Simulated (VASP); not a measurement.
Crystal: Sc.

```
Sc
1.0
    -1.77128    1.77128    1.77128
     1.77128   -1.77128    1.77128
     1.77128    1.77128   -1.77128
Sc
1
Direct
  0.00000 0.00000 0.00000
```

This isn't the form of Sc at room conditions, which is hcp.

* Program: VASP 6.6.1
* Task: relaxation of cell and atoms
* Functional: PBE
* Potentials or basis: VASP PAW PBE potentials, release 64 (Sc_sv)
* Cutoff: 600 eV
* k mesh: 13 × 13 × 13
* Occupations: fermi-dirac, width 0.05 eV
* Spin: no spin polarisation

At the start: pressure 7.3 GPa; volume 22.23 Å³/atom.

**Question.** How do energy, volume and symmetry change on relaxing?

**Answer.** Over 3 steps the energy falls by 55.9 meV/atom and the volume is 24.88 Å³/atom (+11.9 %); space group Im-3m (No. 229, to 0.1 Å) before and after.

The path:
```
step  energy change (eV)  largest force (eV/Å)  pressure (GPa)  volume (Å³)
   1              0.0000                0.0000            7.27        22.23
   2             -0.0524                0.0000           -1.51        25.63
   3             -0.0559                0.0000            0.03        24.88
```

Final structure:
```
Sc
1.0
    -1.83908    1.83908    1.83908
     1.83908   -1.83908    1.83908
     1.83908    1.83908   -1.83908
Sc
1
Direct
  0.00000 0.00000 0.00000
```
